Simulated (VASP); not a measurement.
# O (P2/c) in VASP: a series of runs, part 2 of 2

VASP 6.6.1.

## (3) Single point, PBEsol

This run uses another cell than the first one, of 11.11 Å³/atom, 1.010 times its volume.

Contents of INCAR:

```
ALGO = Normal
EDIFF = 1E-6
ENCUT = 520
GGA = PS
ISIF = 2
ISMEAR = 0
LASPH = T
LCHARG = F
LREAL = F
LWAVE = F
NBANDS = 20
NELM = 100
PREC = Accurate
SIGMA = 0.05
```

Contents of KPOINTS:

```
k-points
0
Gamma
  6 6 6
```

Contents of POSCAR:

```
O
1.0
    3.8922577200      0.0000000000      0.0000000000
    0.0000000000      3.7894570000      0.0000000000
   -0.9966562300      0.0000000000      3.0124829838
O
4
Direct
    0.3329660000      0.6941230000      0.6812950000
    0.6670340000      0.6941230000      0.8187050000
    0.6670340000      0.3058770000      0.3187050000
    0.3329660000      0.3058770000      0.1812950000
```

Potentials or basis: VASP PAW PBE potentials, release 64 (O).

Run with:

```
cat potpaw_PBE.64/O/POTCAR > POTCAR
mpirun -np 1 vasp_std > vasp.out
```

It took 58 s on 1 thread of Intel Xeon Platinum 8375C at 2.90GHz (Ice Lake), shared host; peak memory 0.17 GiB.

It converged, with:

```
Free energy            : -20.8938 eV
Pressure               : -2.8 GPa
Largest force          : 0.874 eV/Å
Band gap on the k mesh : 0.38 eV, indirect (least direct gap 0.56 eV)
```

Forces in eV/Å, atoms in the order of the input:
```
O    0.684 -0.311  0.447
O   -0.684 -0.311 -0.447
O   -0.684  0.311 -0.447
O    0.684  0.311  0.447
```

Stress tensor (GPa, compression positive):
```
-2.60  0.00 -2.17
 0.00 -0.89  0.00
-2.17  0.00 -5.00
```

Levels at points of the mesh, in eV from the valence-band top:
```tsv
k point	band 9	band 10	band 11	band 12	band 13	band 14	band 15	band 16
(0.00, 0.00, 0.00)	-4.54	-4.43	-0.91	-0.61	1.54	1.63	9.36	10.37
(0.50, 0.00, 0.00)	-4.64	-4.51	-1.19	-0.50	1.59	1.82	6.69	9.88
(0.00, 0.50, 0.00)	-5.26	-4.86	-0.64	0.00	0.72	1.28	10.39	10.56
(0.50, 0.50, 0.00)	-5.31	-4.96	-0.28	-0.18	0.38	1.53	7.57	8.81
(0.00, 0.00, 0.50)	-5.01	-5.01	-0.80	-0.80	1.30	1.30	9.44	9.44
(0.50, 0.00, 0.50)	-4.96	-4.96	-0.92	-0.92	1.21	1.21	8.89	8.89
(0.00, 0.50, 0.50)	-4.06	-4.06	-1.48	-1.48	2.01	2.01	9.49	9.49
(0.50, 0.50, 0.50)	-4.06	-4.06	-1.68	-1.68	2.02	2.02	9.02	9.02
```

Caveat: the standard files for N, O and F lose accuracy on very short bonds; spin is off for a triplet molecule; the PAW data sets were made with another functional, which shifts forces and pressure a little. A k mesh can miss the band edges.

## (4) Single point, PBEsol

This run uses another cell than the first one, of 11.22 Å³/atom, 1.020 times its volume.

Contents of INCAR:

```
SYSTEM = O
PREC = Accurate
ENCUT = 520
EDIFF = 1E-6
ISMEAR = 0
SIGMA = 0.05
LREAL = .FALSE.
LASPH = .TRUE.
NELM = 100
ALGO = Normal
ISIF = 2
LWAVE = .FALSE.
LCHARG = .TRUE.
GGA = PS
LELF = .TRUE.
LVHAR = .TRUE.
NBANDS = 20
```

Contents of KPOINTS:

```
regular mesh
0
G
  6 6 6
  0 0 0
```

POSCAR, as its differences from that of step 3:

```diff
@@ -4,3 +4,3 @@
     0.0000000000      3.7894570000      0.0000000000
-   -0.9966562300      0.0000000000      3.0124829838
+   -0.9966562300      0.0000000000      3.0420171307
 O
```

Potentials or basis: VASP PAW PBE potentials, release 64 (O).

Run with:

```
cat potpaw_PBE.64/O/POTCAR > POTCAR
mpirun -np 1 vasp_std > vasp.out
```

OUTCAR:

```text
SYSTEM = O
   PREC = Accurate
   ENCUT = 520
   EDIFF = 1E-6
   ISMEAR = 0
   LREAL = .FALSE.
   LASPH = .TRUE.
   NELM = 100
   ISIF = 2
   GGA = PS

 ion  position               nearest neighbor table
   1  0.333  0.694  0.681-   2 1.24
   2  0.667  0.694  0.819-   1 1.24
   3  0.667  0.306  0.319-   4 1.24
   4  0.333  0.306  0.181-   3 1.24

[... 755 lines left out ...]

  FORCE on cell =-STRESS in cart. coord.  units (eV):
  Direction    XX          YY          ZZ          XY          YZ          ZX
  --------------------------------------------------------------------------------------
  -------------------------------------------------------------------------------------
  Total       -0.8549954     -0.3618656     -1.6812822      0.0000000      0.0000000     -0.7279147
  in kB      -30.5305150    -12.9216391    -60.0358906      0.0000000      0.0000000    -25.9926665
  external PRESSURE =     -34.4960149 kB  Pullay stress =       0.0000000 kB

 VOLUME and BASIS-vectors are now :
 -----------------------------------------------------------------------------
  energy-cutoff  :      520.00
  volume of cell :       44.87
      direct lattice vectors                 reciprocal lattice vectors
     3.892257720  0.000000000  0.000000000     0.256920295  0.000000000  0.084174809
     0.000000000  3.789457000  0.000000000     0.000000000  0.263890051  0.000000000
    -0.996656230  0.000000000  3.042017131     0.000000000  0.000000000  0.328729247

 POSITION                                       TOTAL-FORCE (eV/Angst)
 -----------------------------------------------------------------------------------
      0.61697      2.63035      2.07251         0.746841     -0.331857      0.527524
      1.78030      2.63035      2.49051        -0.746841     -0.331857     -0.527524
      2.27863      1.15911      0.96951        -0.746841      0.331857     -0.527524
      1.11530      1.15911      0.55150         0.746841      0.331857      0.527524
 -----------------------------------------------------------------------------------
    total drift:                               -0.000000     -0.000000      0.000000

  FREE ENERGIE OF THE ION-ELECTRON SYSTEM (eV)
  ---------------------------------------------------
  free  energy   TOTEN  =       -20.8801926970 eV

  energy  without entropy=      -20.8801926955  energy(sigma->0) =      -20.88019270
```

Run time: 61 s. Hardware: 1 thread of Intel Xeon Platinum 8375C at 2.90GHz (Ice Lake), shared host; peak memory 0.17 GiB.

Results:

```yaml
Free_energy: -20.8802 eV
Pressure: -3.4 GPa
Largest_force: 0.973 eV/Å
Band_gap_on_the_k_mesh: 0.35 eV, indirect (least direct gap 0.53 eV)
```

Forces in eV/Å, atoms in the order of the input:
```
O    0.747 -0.332  0.528
O   -0.747 -0.332 -0.528
O   -0.747  0.332 -0.528
O    0.747  0.332  0.528
```

Stress tensor (GPa, compression positive):
```
-3.05  0.00 -2.60
 0.00 -1.29  0.00
-2.60  0.00 -6.00
```

Caveat: the standard files for N, O and F lose accuracy on very short bonds; spin is off for a triplet molecule; the PAW data sets were made with another functional, which shifts forces and pressure a little. A k mesh can miss the band edges.

## (5) Summary

```csv
cell,gap on the mesh (eV),pressure (GPa),largest force (eV/Å)
"a = 3.892, b = 3.789, c = 3.145 Å, angles 90.0, 108.5, 90.0°, 4 atoms",0.42,-2.2,0.78
"a = 3.892, b = 3.789, c = 3.173 Å, angles 90.0, 108.3, 90.0°, 4 atoms",0.38,-2.8,0.87
"a = 3.892, b = 3.789, c = 3.201 Å, angles 90.0, 108.1, 90.0°, 4 atoms",0.35,-3.4,0.97
```

Alike in all rows: task single point; level PBEsol; potentials or basis VASP PAW PBE potentials, release 64 (O); no spin polarisation; k mesh 6 × 6 × 6; cutoff (eV) 520; smearing gaussian 0.05 eV.

Caveats: the standard files for N, O and F lose accuracy on very short bonds; spin is off for a triplet molecule; the PAW data sets were made with another functional, which shifts forces and pressure a little.

Absolute energies hang on the potentials; compare differences alone.
